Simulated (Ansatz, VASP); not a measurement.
## MoS2 in VASP and in Ansatz

The input INCAR:

```
SYSTEM = MoS2
ALGO     = Normal         ! electronic algorithm
DIPOL    = 0.5 0.5 0.500
EDIFF    = 1E-6           ! SCF threshold, eV
ENCUT    = 520            ! plane-wave cutoff, eV
GGA      = PS             ! functional
IDIPOL   = 3            
ISIF     = 2              ! what is computed and relaxed
ISMEAR   = 0              ! smearing method
LASPH    = .True.         ! aspherical terms in the spheres
LCHARG   = .True.         ! write CHGCAR
LDIPOL   = .True.       
LELF     = .True.         ! ELF
LREAL    = .False.        ! projectors in reciprocal space
LVACPOTAV= .True.       
LVHAR    = .True.       
LWAVE    = .False.        ! write WAVECAR
NBANDS   = 20             ! bands
NELM     = 100            ! most SCF steps
PREC     = Accurate       ! precision mode
SIGMA    = 0.05           ! smearing width, eV
```

The input KPOINTS:

```
k-points
0
Gamma
  9 9 1
  0 0 0
```

Contents of POSCAR:

```
MoS2
1.0
    3.1414322091      0.0000000000      0.0000000000
   -1.5707161046      2.7205600974      0.0000000000
    0.0000000000      0.0000000000     18.1181926994
S Mo
2 1
Direct
    0.6666666667      0.3333333333      0.4139485723
    0.6666666667      0.3333333333      0.5860514277
    0.3333333333      0.6666666667      0.5000000000
```

Input for Ansatz:

```yaml
crystal:
  lattice:
    - [3.1414322091, 0.0, 0.0]
    - [-1.5707161046, 2.7205600974, 0.0]
    - [0.0, 0.0, 18.1181926994]
  atoms:
    - { symbol: S, position: [0.6666666667, 0.3333333333, 0.4139485723] }
    - { symbol: Mo, position: [0.3333333333, 0.6666666667, 0.5] }
    - { symbol: S, position: [0.6666666667, 0.3333333333, 0.5860514277] }
basis:
  ecutwfc: 420
kpoints:
  mp_grid: { grid: [9, 9, 1] }
hamiltonian:
  xc: pbesol
scf:
  occupations: { method: gaussian, width: 0.05 }
output:
  forces: true
  stress: true
  eigenvalues: true
  write_density: true
  write_potential: true
  elf: true
  volumetric_format: npy
efield:
  axis: 3
  dipole_correction: true
  ramp_width: 0.04
```

Alike in both runs: task single point; functional PBEsol; k mesh 9 × 9 × 1; occupations gaussian, width 0.05 eV; no spin polarisation.

```csv
,VASP,Ansatz
version,VASP 6.6.1,Ansatz 0.2.0
potentials or method,"VASP PAW PBE potentials, release 64 (S, Mo_sv), cutoff 520 eV","scalar-relativistic, plane waves, PAW"
valence electrons in the cell,26,26
```

```tsv
	VASP	Ansatz	Ansatz less VASP
gap on the k mesh at the Fermi level (eV)	1.81	1.80	-0.005
least direct gap on the mesh (eV)	1.81	1.80	-0.005
rms of the force components (eV/Å)	0.008	0.009	+0.0009
```

VASP's potentials were made for PBE, not for PBEsol. With one functional, cell and mesh, what is left measures potentials, basis and numerics. Ansatz's warnings: xc potential rough in thin density.
